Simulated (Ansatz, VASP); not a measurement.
One calculation of Y, two programs

```
Y
1.0
     3.65150    0.00000    0.00000
    -1.82575    3.16229    0.00000
     0.00000    0.00000    5.74740
Y
2
Direct
  0.30171 0.60342 0.25000
  0.66667 0.33333 0.75000
```

Alike in both runs: task single point; functional PBE; k mesh 18 × 18 × 8; occupations gaussian, width 0.15 eV; no spin polarisation.

|  | VASP | Ansatz |
| --- | --- | --- |
| version | VASP 6.6.1 | Ansatz 0.2.0 |
| potentials or method | VASP PAW PBE potentials, release 64 (Y_sv), cutoff 520 eV | scalar-relativistic, plane waves, PAW |
| valence electrons in the cell | 22 | 22 |

VASP gave:

| Property | Result |
| --- | --- |
| gap on the k mesh at the Fermi level (eV) | none |
| pressure (GPa) | -0.5 |
| traceless stress, the component that is largest in VASP (GPa) | 0.78 |
| rms of the force components (eV/Å) | 0.124 |

Task: Which values does Ansatz return?

Result: gap on the k mesh at the Fermi level (eV): none; pressure (GPa): -0.4; traceless stress, the component that is largest in VASP (GPa): 0.79; rms of the force components (eV/Å): 0.124.

Atom by atom the forces differ by 0.000 eV/Å (rms over components). A gap of «none» marks a metal or a gap that the smearing closes. The functional is the same, so the differences come from potentials, cutoffs and numerics.
